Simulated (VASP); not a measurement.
# CuO (Fm-3m) in VASP: single point with BLYP+U

Aim: the single point of CuO with BLYP+U.

All numbers are computed with VASP 6.6.1; they aren't measurements. Logs are shortened: lines on timing, memory, paths and dates and some standing lists are left out, and cuts for length are marked.

## 1. The cell of the first run

The structure is cubic, space group Fm-3m (No. 225). Conventional cell: a = 4.233 Å, b = 4.233 Å, c = 4.233 Å, α = 90.00°, β = 90.00°, γ = 90.00°. Cu (site symmetry m-3m) has 6 O at 2.12 Å within 2.8 Å. O (site symmetry m-3m) has 6 Cu at 2.12 Å within 2.8 Å.

## 2. Single point, BLYP+U, collinear spin, ferromagnetic start

File INCAR:

```
  PREC = Accurate
  ENCUT = 1340
  EDIFF = 1E-6
  ISMEAR = 0
  SIGMA = 0.1
  LREAL = False
  LASPH = True
  NELM = 200
  ALGO = Normal
  ISIF = 2
  LWAVE = False
  LCHARG = False
  ISPIN = 2
  MAGMOM = 0.46 0.25
  LORBIT = 11
  LMAXMIX = 4
  LDAU = True
  LDAUTYPE = 2
  LDAUL = 2 -1
  LDAUU = 2 0
  LDAUJ = 0 0
  LDAUPRINT = 1
  GGA = B5
  ALDAX = 1.0
  AGGAX = 1.0
  AGGAC = 1.0
  ALDAC = 0.0
  NBANDS = 24
  ISYM = 0
  GGA_COMPAT = False
```

File KPOINTS:

```
Automatic mesh
0
Gamma
  4 4 3
```

File POSCAR:

```
CuO
1.0
    0.0000000000      2.1165600000      2.1165600000
    2.1165600000      0.0000000000      2.1165600000
    2.1165600000      2.1165600000      0.0000000000
Cu O
1 1
Direct
    0.0000000000      0.0000000000      0.0000000000
    0.5000000000      0.5000000000      0.5000000000
```

Potentials or basis: VASP PAW PBE potentials, release 64 (Cu_sv_GW, O_h).

Command:

```bash
$ cat potpaw_PBE.64/Cu_sv_GW/POTCAR potpaw_PBE.64/O_h/POTCAR > POTCAR
$ mpirun -np 1 vasp_std > vasp.out
```

OUTCAR:

```text
PREC = Accurate
   ENCUT = 1340
   EDIFF = 1E-6
   ISMEAR = 0
   LREAL = False
   LASPH = True
   NELM = 200
   ISIF = 2
   ISPIN = 2
   LORBIT = 11
   GGA = B5
   ISYM = 0

 ion  position               nearest neighbor table
   1  0.000  0.000  0.000-
   2  0.500  0.500  0.500-

IMPORTANT INFORMATION: All symmetrisations will be switched off!
NOSYMM: (Re-)initialisation of all symmetry stuff for point group C_1.

----------------------------------------------------------------------------------------

                                     Primitive cell

  volume of cell :      18.9636

  direct lattice vectors                    reciprocal lattice vectors
     0.000000000  2.116560000  2.116560000    -0.236232377  0.236232377  0.236232377
     2.116560000  0.000000000  2.116560000     0.236232377 -0.236232377  0.236232377
     2.116560000  2.116560000  0.000000000     0.236232377  0.236232377 -0.236232377

  length of vectors
     2.993267858  2.993267858  2.993267858     0.409166479  0.409166479  0.409166479

  position of ions in fractional coordinates (direct lattice)
     0.000000000  0.000000000  0.000000000
     0.500000000  0.500000000  0.500000000

  ion indices of the primitive-cell ions
   primitive index   ion index
                 1           1
                 2           2

----------------------------------------------------------------------------------------

 KPOINTS: Automatic mesh

Automatic generation of k-mesh.
 Grid dimensions read from file:
 generate k-points for:    4    4    3

 Generating k-lattice:

  Cartesian coordinates                     Fractional coordinates (reciprocal lattice)
    -0.059058094  0.059058094  0.059058094     0.250000000  0.000000000  0.000000000
     0.059058094 -0.059058094  0.059058094     0.000000000  0.250000000  0.000000000
     0.078744126  0.078744126 -0.078744126     0.000000000  0.000000000  0.333333333

  Length of vectors
     0.102291620  0.102291620  0.136388826

  Shift w.r.t. Gamma in fractional coordinates (k-lattice)
     0.000000000  0.000000000  0.000000000

 -----------------------------------------------------------------------------
|                                                                             |
|           W    W    AA    RRRRR   N    N  II  N    N   GGGG   !!!           |
|           W    W   A  A   R    R  NN   N  II  NN   N  G    G  !!!           |
|           W    W  A    A  R    R  N N  N  II  N N  N  G       !!!           |
|           W WW W  AAAAAA  RRRRR   N  N N  II  N  N N  G  GGG   !            |
|           WW  WW  A    A  R   R   N   NN  II  N   NN  G    G                |
|           W    W  A    A  R    R  N    N  II  N    N   GGGG   !!!           |
|                                                                             |
|     Your reciprocal lattice and k-lattice belong to different lattice       |
|     classes:                                                                |
|                                                                             |
|        The reciprocal lattice is body-centered cubic,                       |
|        whereas your k-lattice is base-centered monoclinic.                  |
|                                                                             |
|     Results are often still useful ...                                      |
|                                                                             |
 -----------------------------------------------------------------------------

 WARNING: IBZKPT: internal override: KBLOWUP is changed to .FALSE.
      ... skipping the blow-up phase ...

 Subroutine IBZKPT returns following result:
 ===========================================

 Found     26 irreducible k-points:

 Following reciprocal coordinates:
            Coordinates               Weight
  0.000000  0.000000  0.000000      1.000000
[... 52 lines left out ...]
   PSTRESS=    0.0 pullay stress
   NELECT =      25.0000    total number of electrons
   NUPDOWN=      -1.0000    fix difference up-down
   EMIN   =  10.00;   EMAX   =-10.00  energy-range for DOS
   EFERMI =   0.00;   METHOD = LEGACY
   ISMEAR =     0;   SIGMA  =   0.10  broadening in eV -4-tet -1-fermi 0-gaus
   EFERMI_NEDOS =   21; number of points for ismear=-14 and -15
   IALGO  =     38    algorithm
   IMIX   =      4    mixing-type and parameters
     AMIX     =   0.40;   BMIX     =  1.00
     AMIX_MAG =   1.60;   BMIX_MAG =  1.00
  volume/ion in A,a.u.               =       9.48        63.99
  Fermi-wavevector in a.u.,A,eV,Ry     =   1.795068  3.392187 43.841636  3.222269
  Thomas-Fermi vector in A             =   2.856895
   LORBIT       =     11    0 simple, 1 ext, 2 COOP (PROOUT), +10 PAW based schemes
 LDA+U is selected, type is set to LDAUTYPE =  2
   angular momentum for each species LDAUL =     2   -1
   U (eV)           for each species LDAUU =   2.0  0.0
   J (eV)           for each species LDAUJ =   0.0  0.0
   GGA     = B5    functional components
   LHFCALC =     F    Hartree Fock is set to
   AEXX    =    0.0000 exact exchange contribution
   IVDW    =     0    specifies the selected vdW correction
   LEPSILON=     F    determine dielectric tensor
   LRPA    =     F    only Hartree local field effects (RPA)
 spin polarized calculation
 Gauss-broadening in eV      SIGMA  =   0.10
  energy-cutoff  :     1340.00
  volume of cell :       18.96
 maximum number of plane-waves:      2130
   NGX = 17   NGY = 17   NGZ = 17

 number of electron      25.0000001 magnetization       0.1888342

atom =   1  type =  1  l = 2

 onsite density matrix

spin component  1

  0.9419 -0.0002 -0.0053 -0.0002 -0.0000
 -0.0002  0.9412 -0.0010  0.0008 -0.0006
 -0.0053 -0.0010  0.8441 -0.0010 -0.0000
 -0.0002  0.0008 -0.0010  0.9412  0.0006
 -0.0000 -0.0006 -0.0000  0.0006  0.8234

spin component  2

  0.9419 -0.0002 -0.0053 -0.0002  0.0000
 -0.0002  0.9413 -0.0011  0.0008 -0.0006
 -0.0053 -0.0011  0.8444 -0.0011 -0.0000
 -0.0002  0.0008 -0.0011  0.9413  0.0006
  0.0000 -0.0006 -0.0000  0.0006  0.8239

 occupancies and eigenvectors

  o =  0.8234  v =  0.0000  0.0053  0.0000 -0.0053  1.0000  0.0000  0.0000  0.0000  0.0000  0.0000      0.0000  0.0000  0.0000  0.0000  0.0000  0.0000  0.0000  0.0000  0.0000  0.0000
  o =  0.8239  v =  0.0000  0.0000  0.0000  0.0000  0.0000 -0.0000  0.0053  0.0000 -0.0053  1.0000      0.0000  0.0000  0.0000  0.0000  0.0000  0.0000  0.0000  0.0000  0.0000  0.0000
  o =  0.8438  v =  0.0539  0.0107  0.9984  0.0107 -0.0000  0.0000  0.0000  0.0000  0.0000  0.0000      0.0000  0.0000  0.0000  0.0000  0.0000  0.0000  0.0000  0.0000  0.0000  0.0000
  o =  0.8440  v =  0.0000  0.0000  0.0000  0.0000  0.0000  0.0539  0.0108  0.9984  0.0108 -0.0000      0.0000  0.0000  0.0000  0.0000  0.0000  0.0000  0.0000  0.0000  0.0000  0.0000
  o =  0.9405  v =  0.0001 -0.7070 -0.0000  0.7071  0.0074  0.0000  0.0000  0.0000  0.0000  0.0000      0.0000  0.0000  0.0000  0.0000  0.0000  0.0000  0.0000  0.0000  0.0000  0.0000
  o =  0.9405  v =  0.0000  0.0000  0.0000  0.0000  0.0000 -0.0001 -0.7072  0.0000  0.7070  0.0076      0.0000  0.0000  0.0000  0.0000  0.0000  0.0000  0.0000  0.0000  0.0000  0.0000
  o =  0.9419  v =  0.5733  0.5786 -0.0434  0.5785 -0.0000  0.0000  0.0000  0.0000  0.0000  0.0000      0.0000  0.0000  0.0000  0.0000  0.0000  0.0000  0.0000  0.0000  0.0000  0.0000
  o =  0.9419  v =  0.0000  0.0000  0.0000  0.0000  0.0000  0.5742  0.5780 -0.0436  0.5782  0.0000      0.0000  0.0000  0.0000  0.0000  0.0000  0.0000  0.0000  0.0000  0.0000  0.0000
  o =  0.9423  v = -0.8176  0.4064  0.0354  0.4064  0.0000  0.0000  0.0000  0.0000  0.0000  0.0000      0.0000  0.0000  0.0000  0.0000  0.0000  0.0000  0.0000  0.0000  0.0000  0.0000
  o =  0.9423  v =  0.0000  0.0000  0.0000  0.0000  0.0000  0.8169 -0.4071 -0.0353 -0.4070  0.0000      0.0000  0.0000  0.0000  0.0000  0.0000  0.0000  0.0000  0.0000  0.0000  0.0000

 number of electron      25.0000001 magnetization      -0.0010854

 Free energy of the ion-electron system (eV)
  ---------------------------------------------------
  ext. energy  EPLUGINS =         0.00000000
  ---------------------------------------------------
  free energy    TOTEN  =        -7.88992022 eV

  energy without entropy =       -7.88482949  energy(sigma->0) =       -7.88737485

 E-fermi :   6.7541     XC(G=0): -12.2627

 val. band max:        6.7367498875   @ k =   0.5000   0.5000   0.3333
 cond. band min:       6.7788403121   @ k =  -0.2500  -0.2500   0.3333
 fundamental gap:      0.0420904246
 Fermi energy:         6.7541238048

 spin component 1

 k-point     1 :       0.0000    0.0000    0.0000
  band No.  band energies     occupation
      1    -104.2918      1.00000
      2     -62.0214      1.00000
      3     -61.9724      1.00000
      4     -61.9260      1.00000
      5     -12.5580      1.00000
      6       3.9325      1.00000
[... 1289 lines left out ...]
     23      38.6839      0.00000
     24      44.8216      0.00000

 [... further k-points ...]

------------------------ aborting loop because EDIFF is reached ----------------------------------------

  FORCE on cell =-STRESS in cart. coord.  units (eV):
  Direction    XX          YY          ZZ          XY          YZ          ZX
  --------------------------------------------------------------------------------------
  -------------------------------------------------------------------------------------
  Total        0.8525703      0.8526668      1.1980038      0.0254777     -0.0171281     -0.0171148
  in kB       72.0309337     72.0390883    101.2155048      2.1525284     -1.4471012     -1.4459705
  external PRESSURE =      81.7618423 kB  Pullay stress =       0.0000000 kB

 VOLUME and BASIS-vectors are now :
 -----------------------------------------------------------------------------
  energy-cutoff  :     1340.00
  volume of cell :       18.96
      direct lattice vectors                 reciprocal lattice vectors
     0.000000000  2.116560000  2.116560000    -0.236232377  0.236232377  0.236232377
     2.116560000  0.000000000  2.116560000     0.236232377 -0.236232377  0.236232377
     2.116560000  2.116560000  0.000000000     0.236232377  0.236232377 -0.236232377

 POSITION                                       TOTAL-FORCE (eV/Angst)
 -----------------------------------------------------------------------------------
      0.00000      0.00000      0.00000        -0.000010      0.000106     -0.000075
      2.11656      2.11656      2.11656         0.000010     -0.000106      0.000075
 -----------------------------------------------------------------------------------
    total drift:                               -0.000015      0.000174     -0.000170

  FREE ENERGIE OF THE ION-ELECTRON SYSTEM (eV)
  ---------------------------------------------------
  free  energy   TOTEN  =        -7.8899202150 eV

  energy  without entropy=       -7.8848294862  energy(sigma->0) =       -7.88737485

 total charge

# of ion       s       p       d       f       tot
--------------------------------------------------
    1        2.188   6.285   8.958   0.009  17.441
    2        1.061   2.273   0.000   0.000   3.333
--------------------------------------------------
tot          3.249   8.557   8.958   0.009  20.774

 magnetization (x)

# of ion       s       p       d       f       tot
--------------------------------------------------
    1        0.000  -0.000  -0.001  -0.000  -0.001
    2       -0.000  -0.000   0.000   0.000  -0.000
--------------------------------------------------
tot         -0.000  -0.000  -0.001  -0.000  -0.001
```

Wall time 1.9 min (1 thread of Intel Xeon Platinum 8259CL at 2.50GHz (Skylake/Cascade Lake), shared host); peak memory 0.3 GiB.

Results:

```yaml
Free_energy: -7.8899 eV
Pressure: 8.2 GPa
Net_moment: 0.00 μB per cell
Valence_electrons_inside_the_program's_atomic_spheres: Cu 17.44; O 3.33
```

Eigenvalues of the final occupation matrices:
```csv
site,spin,trace,eigenvalues
site 1 d,1,4.49,0.82 0.84 0.94 0.94 0.94
site 1 d,2,4.49,0.82 0.84 0.94 0.94 0.94
```

Caveat: the k points lie up to 0.86 Å⁻¹ apart, too coarse for converged energies, forces and pressures; the PAW data sets were made with another functional, which shifts forces and pressure a little. The state reached can hang on the start; a lower one may exist.
